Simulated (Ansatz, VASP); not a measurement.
## CaO in VASP and in Ansatz

```
Ca O
1.0
     2.36572    2.36572    0.00000
    -2.36572    2.36572    0.00000
     0.00000    2.36572    2.34789
Ca O
1 1
Direct
  0.00000 0.00000 0.00000
  0.50000 0.50000 0.00000
```

Change from the starting cell: film at in-plane strain +0.005.

Alike in both runs: task single point; functional LDA; k mesh 8 × 8 × 8; no spin polarisation.

|  | VASP | Ansatz |
| --- | --- | --- |
| version | VASP 6.6.1 | Ansatz 0.2.0 |
| potentials or method | VASP PAW LDA potentials, release 64 (Ca_sv, O), cutoff 520 eV | all-electron LAPW, scalar-relativistic |
| occupations | gaussian, width 0.01 eV | fixed |

|  | VASP | Ansatz | Ansatz less VASP |
| --- | --- | --- | --- |
| gap on the k mesh at the Fermi level (eV) | 3.39 | 3.42 | +0.026 |
| pressure (GPa) | 0.1 | -0.9 | -0.95 |
| traceless stress, the component that is largest in VASP (GPa) | 1.02 | 0.97 | -0.049 |

LDA's correlation is that of Perdew and Zunger in VASP and of Perdew and Wang (1992) in Ansatz. Ansatz ran all-electron here, and VASP with PAW potentials.
